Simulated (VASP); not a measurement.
Write the native input for VASP 6.6.1 that does the following.

```
Task                   : single point
Functional             : LDA
Potentials or basis    : VASP PAW LDA potentials, release 64 (Al, Ga_d, N_h)
Cutoff                 : 1330 eV
k mesh                 : 6 × 6 × 6
Occupations            : gaussian, width 0.05 eV
Spin                   : no spin polarisation
Dipole correction      : no
Further INCAR settings : ALGO = Normal; EDIFF = 1e-06; NBANDS = 41
```

The structure of AlGa3N4 lies in POSCAR:

```
AlGa3N4
1.0
    4.4277662635     -0.0666674332     -0.0666674332
   -0.0666674332      4.4277662635     -0.0666674332
   -0.0666674332     -0.0666674332      4.4277662635
Al Ga N
1 3 4
Direct
    0.0000000000      0.0000000000      0.0000000000
    0.5000000000      0.5000000000      0.0000000000
    0.5000000000      0.0000000000      0.5000000000
    0.0000000000      0.5000000000      0.5000000000
    0.7548078379      0.7548078379      0.2451921621
    0.7548078379      0.2451921621      0.7548078379
    0.2451921621      0.7548078379      0.7548078379
    0.2451921621      0.2451921621      0.2451921621
```

The input as run:

INCAR

```
SYSTEM = AlGa3N4
PREC = Accurate
ENCUT = 1330
EDIFF = 1E-6
ISMEAR = 0
SIGMA = 0.05
LREAL = .False.
LASPH = .True.
NELM = 120
ALGO = Normal
ISIF = 2
LWAVE = .False.
LCHARG = .True.
LELF = .True.
LVHAR = .True.
NBANDS = 41
GGA_COMPAT = .False.
```

KPOINTS

```
regular mesh
0
Gamma
  6 6 6
  0 0 0
```

Potentials or basis: VASP PAW LDA potentials, release 64 (Al, Ga_d, N_h).

The run is started by

```console
$ cat potpaw_LDA.64/Al/POTCAR potpaw_LDA.64/Ga_d/POTCAR potpaw_LDA.64/N_h/POTCAR > POTCAR
$ mpirun -np 1 vasp_std > vasp.out
```

It gave:

```yaml
Pressure: 1.6 GPa
Largest_force: 0.626 eV/Å
Band_gap_on_the_k_mesh: 2.41 eV
```

Wall time 4.7 min on 1 thread of Intel(R) Xeon(R) 6975P-C (Granite Rapids), on a shared host, peak memory 0.56 GiB.
